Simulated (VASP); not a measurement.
Input of a VASP 6.6.1 run:

Contents of POSCAR:

```
MgO2
1.0
    1.6047610160      0.9265092046      3.5987982411
   -1.6047610160      0.9265092046      3.5987982411
    0.0000000000     -1.8530184092      3.5987982411
Mg O
1 2
Direct
    0.0000000000      0.0000000000      0.0000000000
    0.4287860000      0.4287860000      0.4287860000
    0.5712140000      0.5712140000      0.5712140000
```

File INCAR.step1:

```
SYSTEM = MgO2
ALGO = Normal ; EDIFF = 1E-4
ENCUT = 520 ; GGA = PE
ISMEAR = 0 ; LASPH = .TRUE.
LCHARG = .FALSE. ; LREAL = .FALSE.
LWAVE = .TRUE. ; NBANDS = 14
NELM = 60 ; PREC = Accurate
SIGMA = 0.05
```

The input INCAR.step2:

```
SYSTEM = MgO2
ALGO = Normal ; EDIFF = 1E-7
ENCUT = 520 ; ISIF = 2
ISMEAR = 0 ; ISTART = 1
LASPH = .TRUE. ; LCHARG = .TRUE.
LELF = .TRUE. ; LMIXTAU = .TRUE.
LREAL = .FALSE. ; LVHAR = .TRUE.
LWAVE = .FALSE. ; METAGGA = R2SCAN
NBANDS = 14 ; NELM = 60
PREC = Accurate ; SIGMA = 0.05
```

The input KPOINTS:

```
k-points
0
G
  12 12 12
  0 0 0
```

Potentials or basis: VASP PAW PBE potentials, release 64 (Mg, O).

Launch:

```sh
$ cat potpaw_PBE.64/Mg/POTCAR potpaw_PBE.64/O/POTCAR > POTCAR
$ cp INCAR.step1 INCAR
$ mpirun -np 1 vasp_std > vasp.out
$ cp INCAR.step2 INCAR
$ mpirun -np 1 vasp_std > vasp.out
```

Q: Predict the band gap on the k mesh.

A: 2.32 eV.

Q: Predict the pressure.

A: -10.6 GPa.

Stress tensor (GPa, compression positive):
```
 -6.20   0.00   0.00
  0.00  -6.20   0.00
  0.00   0.00 -19.52
```

Caveat: the cell differs from its parent crystal (strain +0.000 along x and y, +0.030 along z); the cell stands under tension; the PAW data sets were made with another functional, which shifts forces and pressure a little. A k mesh can miss the band edges.
